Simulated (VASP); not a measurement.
Input of a VASP 6.6.1 run:

File INCAR:

```
SYSTEM = SnO2
PREC = Accurate
ENCUT = 520
EDIFF = 1E-6
ISMEAR = -1
SIGMA = 0.02
LREAL = .False.
LASPH = .True.
NELM = 100
ALGO = Normal
ISIF = 2
LWAVE = .False.
LCHARG = .False.
GGA = PE
NBANDS = 35
```

The input KPOINTS:

```
regular mesh
0
Gamma
  7 7 9
  0 0 0
```

POSCAR

```
SnO2
1.0
    4.6739651233      0.0000000000      0.0000000000
    0.0000000000      4.6739651233      0.0000000000
    0.0000000000      0.0000000000      3.1434339099
Sn O
2 4
Direct
    0.0000000000      0.0000000000      0.0000000000
    0.5000000000      0.5000000000      0.5000000000
    0.3046151076      0.3046151076      0.0000000000
    0.1953848924      0.8046151076      0.5000000000
    0.6953848924      0.6953848924      0.0000000000
    0.8046151076      0.1953848924      0.5000000000
```

Potentials or basis: VASP PAW PBE potentials, release 64 (Sn_d, O).

Run with:

```sh
$ cat potpaw_PBE.64/Sn_d/POTCAR potpaw_PBE.64/O/POTCAR > POTCAR
$ mpirun -np 1 vasp_std > vasp.out
```

Question: What does it give for the largest force?

Answer: 0.017 eV/Å.

Question: Estimate the band gap on the k mesh.

Answer: 1.71 eV, direct.

Stress tensor (GPa, compression positive):
```
20.12  0.00  0.00
 0.00 20.12  0.00
 0.00  0.00 24.90
```

Caveat: spin-orbit coupling is left out, which moves the levels of the heavy elements.
